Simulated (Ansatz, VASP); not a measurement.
# Ta2N: VASP beside Ansatz

```xyz
3
Lattice="3.2265 0.0000 0.0000 -1.6133 2.7943 0.0000 0.0000 0.0000 4.6559" Properties=species:S:1:pos:R:3 pbc="T T T"
Ta    1.6133    0.9314    3.4765
Ta    0.0000    1.8628    1.1794
N     0.0000    0.0000    0.0000
```

Alike in both runs: task single point; functional LDA; k mesh 18 × 18 × 10; occupations gaussian, width 0.15 eV; no spin polarisation.

```csv
,VASP,Ansatz
version,VASP 6.6.1,Ansatz 0.2.0
potentials or method,"VASP PAW LDA potentials, release 64 (Ta_pv, N), cutoff 520 eV","scalar-relativistic, plane waves, PAW"
valence electrons in the cell,27,31
```

```csv
,VASP,Ansatz,Ansatz less VASP
gap on the k mesh at the Fermi level (eV),none,none,-
pressure (GPa),-18.6,-19.8,-1.16
"traceless stress, the component that is largest in VASP (GPa)",11.50,11.54,+0.042
rms of the force components (eV/Å),0.424,0.442,+0.0187
```

Ansatz warns that its potentials were made for another functional, while VASP's fit it. LDA's correlation is that of Perdew and Zunger in VASP and of Perdew and Wang (1992) in Ansatz. Atom by atom the forces differ by 0.019 eV/Å (rms over components). A gap of «none» marks a metal or a gap that the smearing closes. VASP's potentials hold 27 valence electrons a cell and Ansatz's 31, so a difference there can come from the potentials and not from the codes.

Neither program's run includes spin-orbit coupling.
